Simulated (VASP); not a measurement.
# SiC (SiC (110), 3 layers) in VASP: further runs

SiC (SiC (110), 3 layers) is run at these levels: PBE; tasks: single point.

All numbers are computed with VASP 6.6.1; they aren't measurements. Logs are shortened: lines on timing, memory, paths and dates and some standing lists are left out, and cuts for length are marked.

### Step 1. The cell of the first run

The cell holds a slab with vacuum, 6 atoms: a = 3.097 Å, b = 4.380 Å, c = 19.097 Å, α = 90.00°, β = 90.00°, γ = 90.00°.

### Step 2. Single point, PBE

INCAR

```
ALGO = Normal
DIPOL = 0.5 0.5 0.500
EDIFF = 1E-7
ENCUT = 520
GGA = PE
IDIPOL = 3
ISIF = 2
ISMEAR = -1
LASPH = True
LCHARG = True
LDIPOL = True
LELF = True
LREAL = False
LVACPOTAV = True
LVHAR = True
LWAVE = False
NBANDS = 21
NELM = 80
PREC = Accurate
SIGMA = 0.02
```

KPOINTS

```
k-points
0
Gamma
  8 6 1
```

POSCAR

```
SiC
1.0
    3.0969261021      0.0000000000      0.0000000000
    0.0000000000      4.3797148953      0.0000000000
    0.0000000000      0.0000000000     19.0969000000
Si C
3 3
Direct
    0.2500000000      0.1250000000      0.4189154758
    0.7500000000      0.6250000000      0.5000000000
    0.2500000000      0.1250000000      0.5810845242
    0.7500000000      0.8750000000      0.4189154758
    0.2500000000      0.3750000000      0.5000000000
    0.7500000000      0.8750000000      0.5810845242
```

Potentials or basis: VASP PAW PBE potentials, release 64 (Si, C).

On the command line:

```
$ cat potpaw_PBE.64/Si/POTCAR potpaw_PBE.64/C/POTCAR > POTCAR
$ mpirun -np 1 vasp_std > vasp.out
```

OUTCAR:

```text
EDIFF = 1E-7
   ENCUT = 520
   GGA = PE
   ISIF = 2
   ISMEAR = -1
   LASPH = True
   LREAL = False
   NELM = 80
   PREC = Accurate

 ion  position               nearest neighbor table
   1  0.250  0.125  0.419-   5 1.90   4 1.90   4 1.90   3 3.10   2 3.10   2 3.10   2 3.10   2 3.10

   2  0.750  0.625  0.500-   4 1.90   6 1.90   5 1.90   5 1.90   1 3.10   1 3.10   3 3.10   1 3.10
                             3 3.10   3 3.10   1 3.10   3 3.10
   3  0.250  0.125  0.581-   5 1.90   6 1.90   6 1.90   1 3.10   2 3.10   2 3.10   2 3.10   2 3.10

   4  0.750  0.875  0.419-   2 1.90   1 1.90   1 1.90
   5  0.250  0.375  0.500-   1 1.90   3 1.90   2 1.90   2 1.90
   6  0.750  0.875  0.581-   2 1.90   3 1.90   3 1.90

  LATTYP: Found a simple orthorhombic cell.
 ALAT       =     3.0969261021
 B/A-ratio  =     1.4142135624
 C/A-ratio  =     6.1664048061

  Lattice vectors:

 A1 = (   3.0969261021,   0.0000000000,   0.0000000000)
 A2 = (   0.0000000000,   4.3797148953,   0.0000000000)
 A3 = (   0.0000000000,   0.0000000000,  19.0969000000)

Analysis of symmetry for initial positions (statically):
=====================================================================
 Subroutine PRICEL returns:
 Original cell was already a primitive cell.

 Routine SETGRP: Setting up the symmetry group for a
 simple orthorhombic supercell.

 Subroutine GETGRP returns: Found  4 space group operations
 (whereof  2 operations were pure point group operations)
 out of a pool of  8 trial point group operations.

The static configuration has the point symmetry C_1h.
 The point group associated with its full space group is C_2v.

Analysis of symmetry for dynamics (positions and initial velocities):
=====================================================================
 Subroutine PRICEL returns:
 Original cell was already a primitive cell.

 Routine SETGRP: Setting up the symmetry group for a
 simple orthorhombic supercell.

 Subroutine GETGRP returns: Found  4 space group operations
 (whereof  2 operations were pure point group operations)
 out of a pool of  8 trial point group operations.

The dynamic configuration has the point symmetry C_1h.
 The point group associated with its full space group is C_2v.

 Subroutine INISYM returns: Found  4 space group operations
 (whereof  2 operations are pure point group operations),
 and found     1 'primitive' translations

----------------------------------------------------------------------------------------

                                     Primitive cell

  volume of cell :     259.0237
[... 101 lines left out ...]
   TEBEG  =    0.0;   TEEND  =   0.0 temperature during run
   PSTRESS=    0.0 pullay stress
   NELECT =      24.0000    total number of electrons
   NUPDOWN=      -1.0000    fix difference up-down
   EMIN   =  10.00;   EMAX   =-10.00  energy-range for DOS
   EFERMI =   0.00;   METHOD = LEGACY
   ISMEAR =    -1;   SIGMA  =   0.02  broadening in eV -4-tet -1-fermi 0-gaus
   EFERMI_NEDOS =   21; number of points for ismear=-14 and -15
   IALGO  =     38    algorithm
   IMIX   =      4    mixing-type and parameters
     AMIX     =   0.40;   BMIX     =  1.00
     AMIX_MAG =   1.60;   BMIX_MAG =  1.00
  volume/ion in A,a.u.               =      43.17       291.33
  Fermi-wavevector in a.u.,A,eV,Ry     =   0.740796  1.399902  7.466591  0.548779
  Thomas-Fermi vector in A             =   1.835284
   LORBIT       =      0    0 simple, 1 ext, 2 COOP (PROOUT), +10 PAW based schemes
   GGA     = PE    functional components
   LHFCALC =     F    Hartree Fock is set to
   AEXX    =    0.0000 exact exchange contribution
   IVDW    =     0    specifies the selected vdW correction
   LEPSILON=     F    determine dielectric tensor
   LRPA    =     F    only Hartree local field effects (RPA)
 non-spin polarized calculation
  energy-cutoff  :      520.00
  volume of cell :      259.02
 maximum number of plane-waves:      7024
 NGX is ok and might be reduce to    24
   NGX = 11   NGY = 17   NGZ = 71

 dipolmoment           0.000000      0.000000     -0.000000 electrons x Angstroem

 number of electron      23.9999997 magnetization

 dipolmoment           0.000000      0.000000      0.000000 electrons x Angstroem

 Free energy of the ion-electron system (eV)
  ---------------------------------------------------
  ext. energy  EPLUGINS =         0.00000000
  ---------------------------------------------------
  free energy    TOTEN  =       -39.06700664 eV

  energy without entropy =      -39.05923861  energy(sigma->0) =      -39.06312262

 E-fermi :  -1.8020     XC(G=0):  -3.7747

 val. band max:       -1.8242013102   @ k =   0.3750   0.5000   0.0000
 cond. band min:      -1.7897482508   @ k =   0.3750   0.3333   0.0000
 fundamental gap:      0.0344530594
 Fermi energy:        -1.8020473738

 k-point     1 :       0.0000    0.0000    0.0000
  band No.  band energies     occupation
      1     -16.6318      2.00000
      2     -13.9163      2.00000
      3     -12.4343      2.00000
      4      -9.4107      2.00000
      5      -7.2087      2.00000
      6      -6.2519      2.00000
[... 469 lines left out ...]
     20       5.2326      0.00000
     21       6.0211      0.00000

------------------------ aborting loop because EDIFF is reached ----------------------------------------

  FORCE on cell =-STRESS in cart. coord.  units (eV):
  Direction    XX          YY          ZZ          XY          YZ          ZX
  --------------------------------------------------------------------------------------
  -------------------------------------------------------------------------------------
  Total       -1.8188972     -6.1134904     -2.6059724      0.0000000      0.0000000      0.0000000
  in kB      -11.2506908    -37.8146651    -16.1191019      0.0000000      0.0000000      0.0000000
  external PRESSURE =     -21.7281526 kB  Pullay stress =       0.0000000 kB

 VOLUME and BASIS-vectors are now :
 -----------------------------------------------------------------------------
  energy-cutoff  :      520.00
  volume of cell :      259.02
      direct lattice vectors                 reciprocal lattice vectors
     3.096926102  0.000000000  0.000000000     0.322900827  0.000000000  0.000000000
     0.000000000  4.379714895  0.000000000     0.000000000  0.228325365  0.000000000
     0.000000000  0.000000000 19.096900000     0.000000000  0.000000000  0.052364520

 POSITION                                       TOTAL-FORCE (eV/Angst)
 -----------------------------------------------------------------------------------
      0.77423      0.54746      7.99999        -0.000000     -2.725177      1.034584
      2.32269      2.73732      9.54845        -0.000000      0.648140      0.000000
      0.77423      0.54746     11.09691        -0.000000     -2.725177     -1.034584
      2.32269      3.83225      7.99999         0.000000      1.893673     -0.199489
      0.77423      1.64239      9.54845        -0.000000      1.014867      0.000000
      2.32269      3.83225     11.09691         0.000000      1.893673      0.199489
 -----------------------------------------------------------------------------------
    total drift:                                0.000000     -0.000221     -0.000000

  FREE ENERGIE OF THE ION-ELECTRON SYSTEM (eV)
  ---------------------------------------------------
  free  energy   TOTEN  =       -39.0670066362 eV

  energy  without entropy=      -39.0592386128  energy(sigma->0) =      -39.06312262

 vacuum level on the upper side and lower side of the slab         3.329         3.329
```

OSZICAR:

```text
N       E                     dE             d eps       ncg     rms          rms(c)
DAV:   1     0.141170414052E+03    0.14117E+03   -0.83874E+03   840   0.842E+02
DAV:   2    -0.234528994675E+02   -0.16462E+03   -0.15934E+03  1245   0.179E+02
DAV:   3    -0.451428843439E+02   -0.21690E+02   -0.21424E+02  1020   0.660E+01
[... 18 lines left out ...]
DAV:  22    -0.390670054990E+02   -0.30756E-05   -0.11964E-07   904   0.898E-04    0.284E-04
DAV:  23    -0.390670063906E+02   -0.89161E-06   -0.34576E-08   854   0.519E-04    0.417E-05
DAV:  24    -0.390670065238E+02   -0.13320E-06   -0.30395E-09   880   0.200E-04    0.321E-05
DAV:  25    -0.390670066346E+02   -0.11083E-06   -0.45366E-09   749   0.150E-04    0.253E-05
DAV:  26    -0.390670066362E+02   -0.16134E-08   -0.13113E-10   834   0.510E-05
   1 F= -.39067007E+02 E0= -.39063123E+02  d E =-.776802E-02
```

It took 3.4 min on 1 thread of AMD EPYC 7R13 (Zen 3), shared host; peak memory 0.35 GiB.

Results:

```
Free energy            : -39.0670 eV
Largest force          : 2.915 eV/Å
Band gap on the k mesh : zero (band 12 reaches -1.74 eV, above the bottom of band 13 at -1.83 eV)
```

Forces on the atoms (eV/Å):
```
Si   0.000 -2.725  1.035
Si   0.000  0.648  0.000
Si   0.000 -2.725 -1.035
C    0.000  1.894 -0.199
C    0.000  1.015  0.000
C    0.000  1.894  0.199
```

### Step 3. Single point, PBE

INCAR

```
SYSTEM = SiC
PREC = Accurate ; ENCUT = 520
EDIFF = 1E-6 ; ISMEAR = -1
SIGMA = 0.02 ; LREAL = .FALSE.
LASPH = .TRUE. ; NELM = 100
ALGO = Normal ; ISIF = 2
LWAVE = .FALSE. ; LCHARG = .FALSE.
LDIPOL = .TRUE. ; IDIPOL = 3
DIPOL = 0.5 0.5 0.500 ; GGA = PE
NBANDS = 21
```

KPOINTS

```
regular mesh
0
G
  8 6 1
  0 0 0
```

POSCAR is that of step 2.

Potentials or basis: VASP PAW PBE potentials, release 64 (Si, C).

On the command line:

```
$ cat potpaw_PBE.64/Si/POTCAR potpaw_PBE.64/C/POTCAR > POTCAR
$ mpirun -np 1 vasp_std > vasp.out
```

Run time: 2.7 min. Hardware: 1 thread of AMD EPYC 7R13 (Zen 3), shared host; peak memory 0.34 GiB.

The run converged. Its results:

```
Free energy            : -39.0670 eV
Largest force          : 2.915 eV/Å
Band gap on the k mesh : zero (band 12 reaches -1.74 eV, above the bottom of band 13 at -1.83 eV)
```

Forces on the atoms (eV/Å):
```
Si   0.000 -2.725  1.035
Si   0.000  0.648  0.000
Si   0.000 -2.725 -1.035
C    0.000  1.894 -0.199
C    0.000  1.015  0.000
C    0.000  1.894  0.199
```

Levels at points of the mesh, in eV from the Fermi level:
| k point | band 8 | band 9 | band 10 | band 11 | band 12 | band 13 | band 14 | band 15 | band 16 | band 17 |
| --- | --- | --- | --- | --- | --- | --- | --- | --- | --- | --- |
| (0.00, 0.00, 0.00) | -3.03 | -1.28 | -1.24 | -0.56 | -0.44 | 0.14 | 2.18 | 2.68 | 4.41 | 4.81 |
| (0.50, 0.00, 0.00) | -4.21 | -3.19 | -2.96 | -1.13 | -0.55 | 0.39 | 1.17 | 2.15 | 4.44 | 5.07 |
| (0.00, 0.50, 0.00) | -2.27 | -1.64 | -1.22 | -1.14 | 0.06 | 0.30 | 1.20 | 4.60 | 5.16 | 5.43 |
| (0.50, 0.50, 0.00) | -4.03 | -3.31 | -2.97 | -0.69 | -0.16 | 0.22 | 1.38 | 5.23 | 5.31 | 5.71 |

### Step 4. Single point, PBE

INCAR

```
PREC = Accurate
ENCUT = 520
EDIFF = 1E-6
ISMEAR = -1
SIGMA = 0.02
LREAL = F
LASPH = T
NELM = 60
ALGO = Normal
ISIF = 2
LWAVE = F
LCHARG = F
LDIPOL = T
IDIPOL = 3
DIPOL = 0.5 0.5 0.500
GGA = PE
NBANDS = 21
```

KPOINTS

```
regular mesh
0
Gamma
  8 6 1
```

POSCAR

```
SiC
1.0
    3.0969261021      0.0000000000      0.0000000000
    0.0000000000      4.3797148953      0.0000000000
    0.0000000000      0.0000000000     19.0969000000
Si C
3 3
Direct
    0.2500000000      0.0890055961      0.4297332308
    0.7500000000      0.6421708604      0.4999999984
    0.2500000000      0.0890055784      0.5702667723
    0.7500000000      0.8918429881      0.4180457444
    0.2500000000      0.3961320170      0.5000000004
    0.7500000000      0.8918429600      0.5819542536
```

Potentials or basis: VASP PAW PBE potentials, release 64 (Si, C).

On the command line:

```
$ cat potpaw_PBE.64/Si/POTCAR potpaw_PBE.64/C/POTCAR > POTCAR
$ mpirun -np 1 vasp_std > vasp.out
```

OUTCAR:

```text
PREC = Accurate
   ENCUT = 520
   EDIFF = 1E-6
   ISMEAR = -1
   LREAL = F
   LASPH = T
   NELM = 60
   ISIF = 2
   GGA = PE

 ion  position               nearest neighbor table
   1  0.250  0.089  0.430-   4 1.79   4 1.79   5 1.90   3 2.68   2 2.83   2 2.83
   2  0.750  0.642  0.500-   5 1.89   5 1.89   6 1.91   4 1.91   1 2.83   1 2.83   3 2.83   3 2.83

   3  0.250  0.089  0.570-   6 1.79   6 1.79   5 1.90   1 2.68   2 2.83   2 2.83
   4  0.750  0.892  0.418-   1 1.79   1 1.79   2 1.91
   5  0.250  0.396  0.500-   2 1.89   2 1.89   1 1.90   3 1.90
[... 691 lines left out ...]
  Total        1.2289877     -0.3364954     -0.0514166      0.0000000      0.0000000      0.0000000
  in kB        7.6018374     -2.0813741     -0.3180347      0.0000000      0.0000000      0.0000000
  external PRESSURE =       1.7341429 kB  Pullay stress =       0.0000000 kB

 VOLUME and BASIS-vectors are now :
 -----------------------------------------------------------------------------
  energy-cutoff  :      520.00
  volume of cell :      259.02
      direct lattice vectors                 reciprocal lattice vectors
     3.096926102  0.000000000  0.000000000     0.322900827  0.000000000  0.000000000
     0.000000000  4.379714895  0.000000000     0.000000000  0.228325365  0.000000000
     0.000000000  0.000000000 19.096900000     0.000000000  0.000000000  0.052364520

 POSITION                                       TOTAL-FORCE (eV/Angst)
 -----------------------------------------------------------------------------------
      0.77423      0.38982      8.20657         0.000000     -0.007025      0.008497
      2.32269      2.81253      9.54845         0.000000      0.003194      0.000000
      0.77423      0.38982     10.89033         0.000000     -0.007025     -0.008497
      2.32269      3.90602      7.98338         0.000000      0.004027      0.002744
      0.77423      1.73495      9.54845         0.000000      0.002804      0.000000
      2.32269      3.90602     11.11352         0.000000      0.004027     -0.002744
 -----------------------------------------------------------------------------------
    total drift:                                0.000000     -0.000136      0.000050

  FREE ENERGIE OF THE ION-ELECTRON SYSTEM (eV)
  ---------------------------------------------------
  free  energy   TOTEN  =       -40.0303018219 eV

  energy  without entropy=      -40.0256805334  energy(sigma->0) =      -40.02799118

 vacuum level on the upper side and lower side of the slab         3.310         3.310
```

It took 2.5 min on 1 thread of AMD EPYC 7R13 (Zen 3), shared host; peak memory 0.34 GiB.

What came out:

* Free energy: -40.0303 eV
* Largest force: 0.011 eV/Å
* Band gap on the k mesh: zero (band 12 reaches -1.85 eV, above the bottom of band 13 at -1.94 eV)

Forces in eV/Å, atoms in the order of the input:
```
Si   0.000 -0.007  0.008
Si   0.000  0.003  0.000
Si   0.000 -0.007 -0.008
C    0.000  0.004  0.003
C    0.000  0.003  0.000
C    0.000  0.004 -0.003
```
